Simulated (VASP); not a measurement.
Input of a VASP 6.6.1 run:

File INCAR:

```
ALGO = Normal ; EDIFF = 1E-6
ENCUT = 600 ; GGA = PE
GGA_COMPAT = F ; ISIF = 2
ISMEAR = 0 ; LASPH = T
LCHARG = F ; LREAL = F
LWAVE = F ; NBANDS = 22
NELM = 120 ; PREC = Accurate
SIGMA = 0.1
```

File KPOINTS:

```
k-points
0
Gamma
  6 6 2
```

File POSCAR:

```
Be3H4Br2
1.0
    3.7185887685      0.0000000000      0.0000000000
   -1.7333624472      3.3501395968      0.0000000000
   -0.2245697711     -0.2235141075     12.6542486419
Be H Br
3 4 2
Direct
    0.4868676298      0.9238022739      0.0659316311
    0.8717529362      0.3275063015      0.4990285335
    0.9745983697      0.4150747578      0.9345149166
    0.5807111495      0.1638477459      0.4235327853
    0.3259929542      0.5774962847      0.0004410610
    0.1623747164      0.4911081488      0.5746494436
    0.6354573633      0.2615139151      0.0004972329
    0.9961915857      0.9308853649      0.1655991753
    0.9660532951      0.9087652073      0.8358052207
```

Potentials or basis: VASP PAW PBE potentials, release 64 (Be, H, Br).

Command:

```sh
$ cat potpaw_PBE.64/Be/POTCAR potpaw_PBE.64/H/POTCAR potpaw_PBE.64/Br/POTCAR > POTCAR
$ mpirun -np 1 vasp_std > vasp.out
```

Problem. What does it give for the band gap on the k mesh?

Solution. 3.23 eV (least direct gap 4.10 eV).

Problem. Predict the largest force.

Solution. 0.019 eV/Å.

Problem. Estimate the pressure.

Solution. 0.0 GPa.

Stress tensor (GPa, compression positive):
```
-0.05  0.01 -0.02
 0.01 -0.02 -0.01
-0.02 -0.01  0.10
```

A k mesh can miss the band edges.
